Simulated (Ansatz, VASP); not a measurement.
PtC2: VASP beside Ansatz

```xyz
3
Lattice="1.8324 1.0580 2.6140 -1.8324 1.0580 2.6140 0.0000 -2.1159 2.6140" Properties=species:S:1:pos:R:3 pbc="T T T"
Pt    0.0000    0.0000    3.9210
C     0.0000    0.0000    6.0521
C     0.0000    0.0000    1.7899
```

Alike in both runs: functional PBE; dispersion D3(BJ); k mesh 18 × 18 × 18; occupations gaussian, width 0.1 eV; no spin polarisation.

Ansatz relaxed the structure, and its values are those at the end. VASP's run is a single point on that final structure, the one shown.

```csv
,VASP,Ansatz
version,VASP 6.6.1,Ansatz 0.2.0
potentials or method,"VASP PAW PBE potentials, release 64 (Pt, C), cutoff 520 eV","scalar-relativistic, plane waves, PAW"
valence electrons in the cell,18,26
```

VASP gave:

| Quantity | Value |
| --- | --- |
| gap on the k mesh at the Fermi level (eV) | none |
| pressure (GPa) | -0.2 |

Estimate Ansatz's values.

gap on the k mesh at the Fermi level (eV): none; pressure (GPa): 0.0.

A gap of «none» marks a metal or a gap that the smearing closes. VASP's potentials hold 18 valence electrons a cell and Ansatz's 26, so a difference there can come from the potentials and not from the codes.

Neither program's run includes spin-orbit coupling.
